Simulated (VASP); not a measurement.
# Rb2Sn (P6/mmm) in VASP: further runs

The runs below take Rb2Sn through single point, with PBE.

All numbers are computed with VASP 6.6.1; they aren't measurements. Logs are shortened: lines on timing, memory, paths and dates and some standing lists are left out, and cuts for length are marked.

**1. The cell of the first run**

It takes space group P6/mmm (No. 191, hexagonal). The conventional cell has a = 5.828 Å, b = 5.828 Å, c = 3.705 Å, α = 90.00°, β = 90.00°, γ = 120.00°. Rb (site symmetry -6m2) has 5 Rb at 3.37 to 3.71 Å and 6 Sn at 3.84 Å within 4.4 Å. Sn (site symmetry 6/mmm) has 2 Sn at 3.71 Å and 12 Rb at 3.84 Å within 4.9 Å.

**2. Single point, PBE**

Input file INCAR:

```
SYSTEM = Rb2Sn
  ALGO = Normal
  EDIFF = 1E-6
  ENCUT = 520
  GGA = PE
  ISIF = 2
  ISMEAR = 0
  LASPH = .True.
  LCHARG = .False.
  LREAL = .False.
  LWAVE = .False.
  NBANDS = 23
  NELM = 100
  PREC = Accurate
  SIGMA = 0.1
```

Input file KPOINTS:

```
k-points
0
Gamma
  6 6 6
  0 0 0
```

Input file POSCAR:

```
Rb2Sn
1.0
    5.8284229637      0.0000000000      0.0000000000
   -2.9142114818      5.0475623507      0.0000000000
    0.0000000000      0.0000000000      3.7050734021
Rb Sn
2 1
Direct
    0.3333333333      0.6666666667      0.5000000000
    0.6666666667      0.3333333333      0.5000000000
    0.0000000000      0.0000000000      0.0000000000
```

Potentials or basis: VASP PAW PBE potentials, release 64 (Rb_sv, Sn_d).

Started as:

```
$ cat potpaw_PBE.64/Rb_sv/POTCAR potpaw_PBE.64/Sn_d/POTCAR > POTCAR
$ mpirun -np 1 vasp_std > vasp.out
```

OUTCAR:

```text
SYSTEM = Rb2Sn
   EDIFF = 1E-6
   ENCUT = 520
   GGA = PE
   ISIF = 2
   ISMEAR = 0
   LASPH = .True.
   LREAL = .False.
   NELM = 100
   PREC = Accurate

 ion  position               nearest neighbor table
   1  0.333  0.667  0.500-   2 3.37   2 3.37   2 3.37   3 3.84   3 3.84   3 3.84   3 3.84   3 3.84
                             3 3.84   2 5.01   2 5.01   2 5.01   2 5.01   2 5.01   2 5.01
   2  0.667  0.333  0.500-   1 3.37   1 3.37   1 3.37   3 3.84   3 3.84   3 3.84   3 3.84   3 3.84
                             3 3.84   1 5.01   1 5.01   1 5.01   1 5.01   1 5.01   1 5.01
   3  0.000  0.000  0.000-   1 3.84   2 3.84   1 3.84   2 3.84   2 3.84   2 3.84   1 3.84   1 3.84
                             2 3.84   2 3.84   1 3.84   1 3.84

  LATTYP: Found a hexagonal cell.
 ALAT       =     5.8284229637
 C/A-ratio  =     0.6356905505

  Lattice vectors:

 A1 = (   5.8284229637,   0.0000000000,   0.0000000000)
 A2 = (  -2.9142114818,   5.0475623507,   0.0000000000)
 A3 = (   0.0000000000,   0.0000000000,   3.7050734021)

Analysis of symmetry for initial positions (statically):
=====================================================================
 Subroutine PRICEL returns:
 Original cell was already a primitive cell.

 Routine SETGRP: Setting up the symmetry group for a
 hexagonal supercell.

 Subroutine GETGRP returns: Found 24 space group operations
 (whereof 24 operations were pure point group operations)
 out of a pool of 24 trial point group operations.

The static configuration has the point symmetry D_6h.

Analysis of symmetry for dynamics (positions and initial velocities):
=====================================================================
 Subroutine PRICEL returns:
 Original cell was already a primitive cell.

 Routine SETGRP: Setting up the symmetry group for a
 hexagonal supercell.

 Subroutine GETGRP returns: Found 24 space group operations
 (whereof 24 operations were pure point group operations)
 out of a pool of 24 trial point group operations.

The dynamic configuration has the point symmetry D_6h.

 Subroutine INISYM returns: Found 24 space group operations
 (whereof 24 operations are pure point group operations),
 and found     1 'primitive' translations

----------------------------------------------------------------------------------------

                                     Primitive cell

  volume of cell :     109.0008

  direct lattice vectors                    reciprocal lattice vectors
     5.828422964  0.000000000  0.000000000     0.171572998  0.099057716  0.000000000
    -2.914211482  5.047562351  0.000000000     0.000000000  0.198115433  0.000000000
     0.000000000  0.000000000  3.705073402     0.000000000  0.000000000  0.269900186

  length of vectors
     5.828422964  5.828422964  3.705073402     0.198115433  0.198115433  0.269900186

  position of ions in fractional coordinates (direct lattice)
     0.333333333  0.666666667  0.500000000
     0.666666667  0.333333333  0.500000000
     0.000000000  0.000000000  0.000000000

  ion indices of the primitive-cell ions
   primitive index   ion index
                 1           1
                 2           2
                 3           3

----------------------------------------------------------------------------------------

 KPOINTS: k-points

Automatic generation of k-mesh.
 Grid dimensions read from file:
 generate k-points for:    6    6    6

 Generating k-lattice:

  Cartesian coordinates                     Fractional coordinates (reciprocal lattice)
     0.028595500  0.016509619  0.000000000     0.166666667  0.000000000  0.000000000
     0.000000000  0.033019239  0.000000000     0.000000000  0.166666667  0.000000000
     0.000000000  0.000000000  0.044983364     0.000000000  0.000000000  0.166666667

  Length of vectors
     0.033019239  0.033019239  0.044983364

  Shift w.r.t. Gamma in fractional coordinates (k-lattice)
     0.000000000  0.000000000  0.000000000

 Subroutine IBZKPT returns following result:
 ===========================================

 Found     28 irreducible k-points:

 Following reciprocal coordinates:
            Coordinates               Weight
  0.000000  0.000000  0.000000      1.000000
  0.166667 -0.000000  0.000000      6.000000
  0.333333 -0.000000  0.000000      6.000000
  0.500000 -0.000000  0.000000      3.000000
  0.166667  0.166667  0.000000      6.000000
  0.333333  0.166667  0.000000     12.000000
[... 16 lines left out ...]
  0.166667 -0.000000  0.500000      6.000000
  0.333333 -0.000000  0.500000      6.000000
 [... further k-points ...]
   k-points           NKPTS =     28   k-points in BZ     NKDIM =     28   number of bands    NBANDS=     23
   number of dos      NEDOS =    301   number of ions     NIONS =      3
   total plane-waves  NPLWV =  64512
   dimension x,y,z NGX =    48 NGY =   48 NGZ =   28
   dimension x,y,z NGXF=    96 NGYF=   96 NGZF=   56
   ions per type =               2   1
   NGX,Y,Z   is equivalent  to a cutoff of  13.69, 13.69, 12.56 a.u.
   NGXF,Y,Z  is equivalent  to a cutoff of  27.38, 27.38, 25.13 a.u.
 SYSTEM =  Rb2Sn
   PREC   = accura    normal or accurate (medium, high low for compatibility)
   ISTART =      0    job   : 0-new  1-cont  2-samecut
   ICHARG =      2    charge: 1-file 2-atom 10-const
   ISPIN  =      1    spin polarized calculation?
   LNONCOLLINEAR =      F non collinear calculations
   LSORBIT =      F    spin-orbit coupling
   LASPH  =      T    aspherical Exc in radial PAW
   ENCUT  =  520.0 eV  38.22 Ry    6.18 a.u.  10.84 10.84  6.89*2*pi/ulx,y,z
   NELM   =    100;   NELMIN=  2; NELMDL= -5     # of ELM steps
   EDIFF  = 0.1E-05   stopping-criterion for ELM
   LREAL  =      F    real-space projection
   EDIFFG = 0.1E-04   stopping-criterion for IOM
   NSW    =      0    number of steps for IOM
   IBRION =     -1    ionic relax: 0-MD 1-quasi-New 2-CG
   NFREE  =      0    steps in history (QN), initial steepest desc. (CG)
   ISIF   =      2    stress and relaxation
   ISYM   =      2    0-nonsym 1-usesym 2-fastsym
   POTIM  = 0.5000    time-step for ionic-motion
   TEBEG  =    0.0;   TEEND  =   0.0 temperature during run
   PSTRESS=    0.0 pullay stress
   NELECT =      32.0000    total number of electrons
   NUPDOWN=      -1.0000    fix difference up-down
   EMIN   =  10.00;   EMAX   =-10.00  energy-range for DOS
   EFERMI =   0.00;   METHOD = LEGACY
   ISMEAR =     0;   SIGMA  =   0.10  broadening in eV -4-tet -1-fermi 0-gaus
   EFERMI_NEDOS =   21; number of points for ismear=-14 and -15
   IALGO  =     38    algorithm
   IMIX   =      4    mixing-type and parameters
     AMIX     =   0.40;   BMIX     =  1.00
     AMIX_MAG =   1.60;   BMIX_MAG =  1.00
  volume/ion in A,a.u.               =      36.33       245.19
  Fermi-wavevector in a.u.,A,eV,Ry     =   1.088049  2.056114 16.107254  1.183850
  Thomas-Fermi vector in A             =   2.224222
   LORBIT       =      0    0 simple, 1 ext, 2 COOP (PROOUT), +10 PAW based schemes
   GGA     = PE    functional components
   LHFCALC =     F    Hartree Fock is set to
   AEXX    =    0.0000 exact exchange contribution
   IVDW    =     0    specifies the selected vdW correction
   LEPSILON=     F    determine dielectric tensor
   LRPA    =     F    only Hartree local field effects (RPA)
 non-spin polarized calculation
 Gauss-broadening in eV      SIGMA  =   0.10
  energy-cutoff  :      520.00
  volume of cell :      109.00
 maximum number of plane-waves:      2970
 NGX is ok and might be reduce to    48
   NGX = 21   NGY = 21   NGZ = 13

 number of electron      31.9999997 magnetization

 Free energy of the ion-electron system (eV)
  ---------------------------------------------------
  ext. energy  EPLUGINS =         0.00000000
  ---------------------------------------------------
  free energy    TOTEN  =        -5.36019580 eV

  energy without entropy =       -5.33841373  energy(sigma->0) =       -5.34930477

 E-fermi :   2.8315     XC(G=0):  -8.4600

 val. band max:        2.8285197237   @ k =   0.3333  -0.0000   0.3333
 cond. band min:       2.8948857533   @ k =   0.1667   0.1667   0.3333
 fundamental gap:      0.0663660297
 Fermi energy:         2.8315407869

 k-point     1 :       0.0000    0.0000    0.0000
  band No.  band energies     occupation
      1     -25.1712      2.00000
      2     -24.9170      2.00000
      3     -17.5707      2.00000
      4     -17.5342      2.00000
      5     -17.5342      2.00000
      6     -17.5220      2.00000
[... 15 lines left out ...]
     22       7.1156      0.00000
     23       9.3579      0.00000

 k-point     2 :       0.1667   -0.0000    0.0000
  band No.  band energies     occupation
      1     -25.1566      2.00000
      2     -24.9325      2.00000
      3     -17.5707      2.00000
      4     -17.5342      2.00000
      5     -17.5342      2.00000
      6     -17.5218      2.00000
[... 15 lines left out ...]
     22       7.5484      0.00000
     23       9.3221      0.00000

 k-point     3 :       0.3333   -0.0000    0.0000
  band No.  band energies     occupation
      1     -25.1187      2.00000
      2     -24.9721      2.00000
      3     -17.5706      2.00000
      4     -17.5343      2.00000
      5     -17.5342      2.00000
      6     -17.5215      2.00000
[... 15 lines left out ...]
     22       8.1101      0.00000
     23       8.9762      0.00000
[... 495 lines left out ...]
 k-point    23 :       0.1667   -0.0000    0.5000
  band No.  band energies     occupation
      1     -25.0896      2.00000
      2     -24.8724      2.00000
      3     -17.5531      2.00000
      4     -17.5529      2.00000
      5     -17.5197      2.00000
      6     -17.5195      2.00000
[... 15 lines left out ...]
     22       7.5225      0.00000
     23       8.7768      0.00000

 k-point    24 :       0.3333   -0.0000    0.5000
  band No.  band energies     occupation
      1     -25.0530      2.00000
      2     -24.9108      2.00000
      3     -17.5532      2.00000
      4     -17.5525      2.00000
      5     -17.5198      2.00000
      6     -17.5194      2.00000
[... 15 lines left out ...]
     22       7.9041      0.00000
     23       7.9123      0.00000

 [... further k-points ...]

------------------------ aborting loop because EDIFF is reached ----------------------------------------

  FORCE on cell =-STRESS in cart. coord.  units (eV):
  Direction    XX          YY          ZZ          XY          YZ          ZX
  --------------------------------------------------------------------------------------
  -------------------------------------------------------------------------------------
  Total        2.9339652      2.9339652      0.8012692      0.0000000     -0.0000000      0.0000000
  in kB       43.1256811     43.1256811     11.7776715      0.0000000     -0.0000000      0.0000000
  external PRESSURE =      32.6763446 kB  Pullay stress =       0.0000000 kB

 VOLUME and BASIS-vectors are now :
 -----------------------------------------------------------------------------
  energy-cutoff  :      520.00
  volume of cell :      109.00
      direct lattice vectors                 reciprocal lattice vectors
     5.828422964  0.000000000  0.000000000     0.171572998  0.099057716  0.000000000
    -2.914211482  5.047562351  0.000000000     0.000000000  0.198115433  0.000000000
     0.000000000  0.000000000  3.705073402     0.000000000  0.000000000  0.269900186

 POSITION                                       TOTAL-FORCE (eV/Angst)
 -----------------------------------------------------------------------------------
     -0.00000      3.36504      1.85254         0.000000      0.000000      0.000000
      2.91421      1.68252      1.85254        -0.000000      0.000000     -0.000000
      0.00000      0.00000      0.00000        -0.000000      0.000000      0.000000
 -----------------------------------------------------------------------------------
    total drift:                               -0.000000      0.000000     -0.000000

  FREE ENERGIE OF THE ION-ELECTRON SYSTEM (eV)
  ---------------------------------------------------
  free  energy   TOTEN  =        -5.3601957999 eV

  energy  without entropy=       -5.3384137341  energy(sigma->0) =       -5.34930477
```

Wall time 99 s (1 thread of Intel Xeon 8259CL, shared host); peak memory 0.27 GiB.

What came out:

| Item | Value |
| --- | --- |
| Free energy | -5.3602 eV |
| Pressure | 3.3 GPa |
| Band gap on the k mesh | zero (bands 16 and 17 overlap by 0.90 eV) |

Stress tensor (GPa, compression positive):
```
4.31 0.00 0.00
0.00 4.31 0.00
0.00 0.00 1.18
```

Levels at points of the mesh, in eV from the Fermi level:
```tsv
k point	band 12	band 13	band 14	band 15	band 16	band 17	band 18	band 19	band 20	band 21
(0.00, 0.00, 0.00)	-11.60	-11.51	-6.79	-0.30	-0.30	1.27	3.79	3.96	4.28	4.28
(0.50, 0.00, 0.00)	-11.59	-11.46	-6.39	-1.54	-0.11	1.62	3.59	3.79	4.09	4.29
(0.00, 0.00, 0.50)	-11.50	-11.50	-5.11	-1.74	0.71	0.71	2.10	2.10	3.86	3.86
(0.50, 0.00, 0.50)	-11.71	-11.39	-5.28	-1.22	-0.18	0.27	2.96	3.33	4.14	4.28
```

Caveat: the cell stands under pressure; spin-orbit coupling is left out, which moves the levels of the heavy elements.

[end of part 1 of 2]
